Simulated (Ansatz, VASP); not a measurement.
SnO2 in VASP and in Ansatz

```
Sn O
1.0
     4.56131    0.00000    0.00000
     0.00000    4.56131    0.00000
     0.00000    0.00000    3.27224
Sn O
2 4
Cartesian
  0.0000 0.0000 0.0000
  2.2807 2.2807 1.6361
  3.1610 3.1610 0.0000
  1.4003 1.4003 0.0000
  3.6810 0.8803 1.6361
  0.8803 3.6810 1.6361
```

Alike in both runs: task single point; functional LDA; k mesh 4 × 4 × 6; occupations gaussian, width 0.1 eV; no spin polarisation.

|  | VASP | Ansatz |
| --- | --- | --- |
| version | VASP 6.6.1 | Ansatz 0.2.0 |
| potentials or method | VASP PAW LDA potentials, release 64 (Sn_d, O), cutoff 600 eV | scalar-relativistic, plane waves, PAW |
| valence electrons in the cell | 52 | 52 |

```csv
,VASP,Ansatz,Ansatz less VASP
gap on the k mesh at the Fermi level (eV),1.59,1.55,-0.033
least direct gap on the mesh (eV),1.59,1.55,-0.033
pressure (GPa),9.5,8.1,-1.39
rms of the force components (eV/Å),0.031,0.028,-0.0026
```

Ansatz warns that its potentials were made for another functional, while VASP's fit it. LDA's correlation is that of Perdew and Zunger in VASP and of Perdew and Wang (1992) in Ansatz.
